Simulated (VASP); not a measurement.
The system is Au.

```
Au
1.0
     2.84130    0.00000    0.00000
    -1.42065    2.46064    0.00000
     0.00000    0.00000    4.78123
Au
2
Direct
  0.33333 0.66667 0.75000
  0.66667 0.33333 0.25000
```

This cell differs from its parent crystal: volume scaled by 0.9405.

Base run:

| Property | Result |
| --- | --- |
| Program | VASP 6.6.1 |
| Functional | PBE |
| Potentials or basis | VASP PAW PBE potentials, release 64 (Au) |
| Cutoff | 520 eV |
| k mesh | 14 × 14 × 8 |
| Occupations | fermi-dirac, width 0.03 eV |
| Spin | no spin polarisation |

Its results: band gap on the k mesh zero (band 11 reaches 13.80 eV, above the bottom of band 12 at 7.09 eV); pressure 12.4 GPa.

Problem. The run is repeated on the same cell with these changes: potentials or basis from VASP PAW PBE potentials, release 64 (Au) to VASP PAW PBE potentials, release 64 (Au_sv_GW); cutoff from 520 eV to 400 eV; further incar settings from ALGO = Normal; EDIFF = 1e-08; NBANDS = 18 to ALGO = Normal; EDIFF = 1e-08; NBANDS = 26; valence electrons from 22 to 38. What comes out?

Solution. Band gap on the k mesh zero (band 19 reaches 13.15 eV, above the bottom of band 20 at 6.41 eV); pressure 8.5 GPa.

Caveats: spin-orbit coupling is left out, which moves the levels of the heavy elements.
